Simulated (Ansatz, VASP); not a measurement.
MgO: VASP beside Ansatz

```
Mg O
1.0
     0.00000    2.12692    2.09502
     2.12692    0.00000    2.09502
     2.12692    2.12692    0.00000
Mg O
1 1
Cartesian
  0.0000 0.0000 0.0000
  2.1269 2.1269 2.0950
```

Change from the starting cell: strain -0.0150 x Voigt [0, 0, 1, 0, 0, 0], atoms carried along.

Alike in both runs: task single point; functional PBE; k mesh 10 × 10 × 10; occupations gaussian, width 0.05 eV; no spin polarisation.

|  | VASP | Ansatz |
| --- | --- | --- |
| version | VASP 6.6.1 | Ansatz 0.2.0 |
| potentials or method | VASP PAW PBE potentials, release 64 (Mg, O), cutoff 520 eV | scalar-relativistic, plane waves, PAW |
| valence electrons in the cell | 8 | 16 |

|  | VASP | Ansatz | Ansatz less VASP |
| --- | --- | --- | --- |
| gap on the k mesh at the Fermi level (eV) | 4.57 | 4.59 | +0.017 |
| least direct gap on the mesh (eV) | 4.57 | 4.59 | +0.017 |
| pressure (GPa) | 1.7 | 2.4 | +0.73 |
| traceless stress, the component that is largest in VASP (GPa) | 2.02 | 2.01 | -0.015 |

VASP's potentials hold 8 valence electrons a cell and Ansatz's 16, so a difference there can come from the potentials and not from the codes.
